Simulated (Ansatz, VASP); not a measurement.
**GeSb4Te4: VASP beside Ansatz**

```
Ge Sb Te
1.0
    -4.32998    0.00000    0.00000
    -2.16499   -3.74988    0.00000
     0.00000    0.00000   22.14861
Ge Sb Te
1 4 4
Direct
  0.00000 0.00000 0.30355
  0.33333 0.33333 0.73710
  0.66667 0.66667 0.66683
  0.66667 0.66667 0.13683
  0.33333 0.33333 0.47027
  0.33333 0.33333 0.22747
  0.66667 0.66667 0.37963
  0.00000 0.00000 0.05970
  0.00000 0.00000 0.54741
```

Alike in both runs: task single point; functional PBE; k mesh 9 × 9 × 2; occupations gaussian, width 0.03 eV; no spin polarisation.

|  | VASP | Ansatz |
| --- | --- | --- |
| version | VASP 6.6.1 | Ansatz 0.2.0 |
| potentials or method | VASP PAW PBE potentials, release 64 (Ge_d, Sb, Te), cutoff 520 eV | scalar-relativistic, plane waves, PAW |
| valence electrons in the cell | 58 | 138 |

Ansatz gave:

| Quantity | Value |
| --- | --- |
| gap on the k mesh at the Fermi level (eV) | 0.29 |
| least direct gap on the mesh (eV) | 0.29 |
| rms of the force components (eV/Å) | 0.040 |

Question: What did VASP give for the same quantities?

Answer: gap on the k mesh at the Fermi level (eV): 0.28; least direct gap on the mesh (eV): 0.28; rms of the force components (eV/Å): 0.038.

Atom by atom the forces differ by 0.018 eV/Å (rms over components). VASP's potentials hold 58 valence electrons a cell and Ansatz's 138, so a difference there can come from the potentials and not from the codes.

Neither program's run includes spin-orbit coupling.
